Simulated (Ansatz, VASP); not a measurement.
**Two plane-wave programs on BN**

```xyz
4
Lattice="2.7831 0.0000 0.0000 -1.3916 2.4102 0.0000 0.0000 0.0000 4.3846" Properties=species:S:1:pos:R:3 pbc="T T T"
B     0.0000    1.6068   -0.2122
B     1.3916    0.8034    1.9801
N     0.0000    1.6068    1.8564
N     1.3916    0.8034    4.0487
```

Alike in both runs: task single point; functional PBEsol; k mesh 9 × 9 × 4; occupations gaussian, width 0.1 eV; no spin polarisation.

|  | VASP | Ansatz |
| --- | --- | --- |
| version | VASP 6.6.1 | Ansatz 0.2.0 |
| potentials or method | VASP PAW PBE potentials, release 64 (B, N), cutoff 600 eV | scalar-relativistic, plane waves, PAW |
| valence electrons in the cell | 16 | 16 |

|  | VASP | Ansatz | Ansatz less VASP |
| --- | --- | --- | --- |
| gap on the k mesh at the Fermi level (eV) | 2.94 | 2.95 | +0.006 |
| least direct gap on the mesh (eV) | 4.20 | 4.20 | -0.006 |
| pressure (GPa) | -47.6 | -47.5 | +0.06 |
| traceless stress, the component that is largest in VASP (GPa) | 58.01 | 58.23 | +0.222 |
| rms of the force components (eV/Å) | 0.777 | 0.775 | -0.0023 |

VASP's potentials were made for PBE, not for PBEsol. Atom by atom the forces differ by 0.002 eV/Å (rms over components). Both programs put the cell under strong tension, so it lies far from rest at this level. The functional is the same, so the differences come from potentials, cutoffs and numerics.

Noted on VASP's run: the cell as given lies far from equilibrium.
